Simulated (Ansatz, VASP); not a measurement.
**One calculation of Ag, two programs**

```xyz
1
Lattice="-1.7881 1.7881 1.7881 1.7881 -1.7881 1.7881 1.7881 1.7881 -1.7881" Properties=species:S:1:pos:R:3 pbc="T T T"
Ag    0.0000    0.0000    0.0000
```

Change from the starting cell: strain +0.080 along x and y, +0.080 along z, atoms carried along.

Alike in both runs: task single point; functional PBEsol; k mesh 20 × 20 × 20; occupations gaussian, width 0.15 eV; no spin polarisation.

|  | VASP | Ansatz |
| --- | --- | --- |
| version | VASP 6.6.1 | Ansatz 0.2.0 |
| potentials or method | VASP PAW PBE potentials, release 64 (Ag), cutoff 520 eV | scalar-relativistic, plane waves, PAW |
| valence electrons in the cell | 11 | 19 |

|  | VASP | Ansatz | Ansatz less VASP |
| --- | --- | --- | --- |
| gap on the k mesh at the Fermi level (eV) | none | none | - |
| pressure (GPa) | -14.7 | -14.7 | 0.00 |

VASP's potentials were made for PBE, not for PBEsol. A gap of «none» marks a metal or a gap that the smearing closes. With one functional, cell and mesh, what is left measures potentials, basis and numerics. VASP's potentials hold 11 valence electrons a cell and Ansatz's 19, so a difference there can come from the potentials and not from the codes.
